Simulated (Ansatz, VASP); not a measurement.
**WC: VASP beside Ansatz**

```
W C
1.0
     2.88434    0.00000    0.00000
    -1.44217    2.49791    0.00000
     0.00000    0.00000    2.81242
W C
1 1
Direct
  0.00000 0.00000 0.00000
  0.66667 0.33333 0.50000
```

Alike in both runs: functional LDA; k mesh 24 × 24 × 20; occupations gaussian, width 0.1 eV; no spin polarisation.

Ansatz relaxed the structure, and its values are those at the end. VASP's run is a single point on that final structure, the one shown.

|  | VASP | Ansatz |
| --- | --- | --- |
| version | VASP 6.6.1 | Ansatz 0.2.0 |
| potentials or method | VASP PAW LDA potentials, release 64 (W_sv, C), cutoff 520 eV | scalar-relativistic, plane waves, PAW |
| valence electrons in the cell | 18 | 18 |

```tsv
	VASP	Ansatz	Ansatz less VASP
gap on the k mesh at the Fermi level (eV)	none	none	-
pressure (GPa)	2.6	0.0	-2.57
```

Ansatz warns that its potentials were made for another functional, while VASP's fit it. LDA's correlation is that of Perdew and Zunger in VASP and of Perdew and Wang (1992) in Ansatz. A gap of «none» marks a metal or a gap that the smearing closes.

Neither program's run includes spin-orbit coupling.
